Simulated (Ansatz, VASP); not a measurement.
ZrB2: VASP beside Ansatz

```
CELL_PARAMETERS angstrom
3.16500 0.00000 0.00000
-1.58250 2.74097 0.00000
0.00000 0.00000 3.44960
ATOMIC_POSITIONS crystal
Zr 0.00000 0.00000 0.00000
B 0.33333 0.66667 0.50000
B 0.66667 0.33333 0.50000
```

Change from the starting cell: zz strain of -2 %.

Alike in both runs: task single point; functional LDA; k mesh 13 × 13 × 10; occupations fermi-dirac, width 0.03 eV; no spin polarisation.

```csv
,VASP,Ansatz
version,VASP 6.6.1,Ansatz 0.2.0
potentials or method,"VASP PAW LDA potentials, release 64 (Zr_sv, B), cutoff 520 eV","all-electron LAPW, scalar-relativistic"
```

Ansatz gave:

| Item | Value |
| --- | --- |
| pressure (GPa) | -2.6 |
| traceless stress, the component that is largest in VASP (GPa) | 5.19 |

Problem. Which values does VASP return?

Solution. Pressure (GPa): -2.1; traceless stress, the component that is largest in VASP (GPa): 5.18.

LDA's correlation is that of Perdew and Zunger in VASP and of Perdew and Wang (1992) in Ansatz. Ansatz ran all-electron here, and VASP with PAW potentials.
